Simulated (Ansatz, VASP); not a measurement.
Si16Ge: VASP beside Ansatz

```
Si Ge
1.0
     0.00000    5.43000    5.43000
     5.43000    0.00000    5.43000
     5.43000    5.43000    0.00000
Si Ge
16 1
Cartesian
  0.0431 -0.0428 -0.0433
  1.4078 1.3577 1.3551
  2.7072 2.7237 -0.0107
  4.0732 4.0231 1.3551
  2.7071 -0.0085 2.7212
  4.0733 1.3577 4.0205
  5.4393 2.7237 2.7211
  6.7883 4.0726 4.0700
  0.0417 2.7565 2.7549
  1.3587 4.0727 4.0686
  2.6744 5.3891 2.7544
  4.0732 6.7876 4.1194
  2.6729 2.7575 5.3871
  4.0733 4.1221 6.7851
  5.4392 5.4216 5.4193
  6.7388 6.7876 6.7851
  9.5040 6.7876 6.7827
```

Alike in both runs: functional PBE; k mesh 2 × 2 × 2; occupations fermi-dirac, width 0.02 eV; no spin polarisation.

Ansatz relaxed the structure, and its values are those at the end. VASP's run is a single point on that final structure, the one shown.

```csv
,VASP,Ansatz
version,VASP 6.6.1,Ansatz 0.2.0
potentials or method,"VASP PAW PBE potentials, release 64 (Si, Ge_d), cutoff 520 eV","scalar-relativistic, plane waves, PAW"
valence electrons in the cell,78,78
```

|  | VASP | Ansatz | Ansatz less VASP |
| --- | --- | --- | --- |
| rms of the force components (eV/Å) | 0.009 | 0.009 | -0.0001 |

The k mesh is coarse, so the values compare programs but aren't converged.
